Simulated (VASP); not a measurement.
SiGe, 4 atoms in the cell. The structure is hexagonal, space group P6_3mc (No. 186). Conventional cell: a = 3.865 Å, b = 3.865 Å, c = 6.389 Å, α = 90.00°, β = 90.00°, γ = 120.00°. Si (site symmetry 3m) has 4 Ge at 2.37 to 2.39 Å within 3.1 Å. Ge (site symmetry 3m) has 4 Si at 2.37 to 2.39 Å within 3.1 Å. 

- Program: VASP 6.6.1
- Task: single point
- Functional: r2SCAN
- Potentials or basis: VASP PAW PBE potentials, release 64 (Si, Ge_d)
- Cutoff: 520 eV
- k mesh: 12 × 12 × 4
- Occupations: gaussian, width 0.02 eV
- Spin: no spin polarisation
- Dipole correction: no
- Further INCAR settings: ALGO = Normal; EDIFF = 1e-06; NBANDS = 26

Potentials or basis: VASP PAW PBE potentials, release 64 (Si, Ge_d).

The run is started by

```sh
$ cat potpaw_PBE.64/Si/POTCAR potpaw_PBE.64/Ge_d/POTCAR > POTCAR
$ cp INCAR.step1 INCAR
$ mpirun -np 1 vasp_std > vasp.out
$ cp INCAR.step2 INCAR
$ mpirun -np 1 vasp_std > vasp.out
```

Hardware: 1 thread of Intel(R) Xeon(R) 6975P-C (Granite Rapids), on a shared host.

Q: How long does it take, and how much memory?

A: It took 3 min on 1 thread of Intel(R) Xeon(R) 6975P-C (Granite Rapids) (shared host), peak memory 0.27 GiB. Counts: k points 57.
